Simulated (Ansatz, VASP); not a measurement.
# Fe: VASP beside Ansatz

Contents of INCAR:

```
SYSTEM = Fe
ALGO = Normal
EDIFF = 1E-6
ENCUT = 600
GGA = PE
GGA_COMPAT = .False.
ISIF = 2
ISMEAR = -1
ISPIN = 2
LASPH = .True.
LCHARG = .True.
LELF = .True.
LMAXMIX = 4
LORBIT = 11
LREAL = .False.
LVHAR = .True.
LWAVE = .False.
MAGMOM = 4.5
NBANDS = 18
NELM = 200
NUPDOWN = 4.5
PREC = Accurate
SIGMA = 0.05
```

File KPOINTS:

```
k-points
0
Gamma
  11 11 11
  0 0 0
```

File POSCAR:

```
Fe
1.0
   -1.4430000000      1.4430000000      1.4430000000
    1.4430000000     -1.4430000000      1.4430000000
    1.4430000000      1.4430000000     -1.4430000000
Fe
1
Direct
    0.0000000000      0.0000000000      0.0000000000
```

File input.yaml:

```yaml
crystal:
  lattice:
    - [-1.443, 1.443, 1.443]
    - [1.443, -1.443, 1.443]
    - [1.443, 1.443, -1.443]
  atoms:
    - { symbol: Fe, position: [0.0, 0.0, 0.0], spin: 4.5 }
hamiltonian:
  xc: pbe
  pseudopotentials: { kind: paw }
magnetization:
  spin_polarized: true
  initial_magnetization: 4.5
  spin_locking: { lock_magnetization: hard }
kpoints:
  mp_grid: { grid: [11, 11, 11] }
scf:
  occupations: { method: fermi_dirac, width: 0.05 }
  lower_state_search: "off"
output:
  forces: true
  stress: true
  eigenvalues: true
```

Alike in both runs: task single point; functional PBE; k mesh 11 × 11 × 11; occupations fermi-dirac, width 0.05 eV; collinear spin; fixed moment 4.5 μB.

|  | VASP | Ansatz |
| --- | --- | --- |
| version | VASP 6.6.1 | Ansatz 0.2.0 |
| potentials or method | VASP PAW PBE potentials, release 64 (Fe_sv) | Ansatz PAW |
| plane-wave cutoff (eV) | 600 | 420 |
| valence electrons in the cell | 16 | 16 |

```tsv
	VASP	Ansatz	Ansatz less VASP
net moment per atom (μB)	4.50	4.50	0.000
size of the moment on the site where the two differ most (μB)	3.73	4.02	+0.281
```

Site moments also hang on the region over which each program counts them.
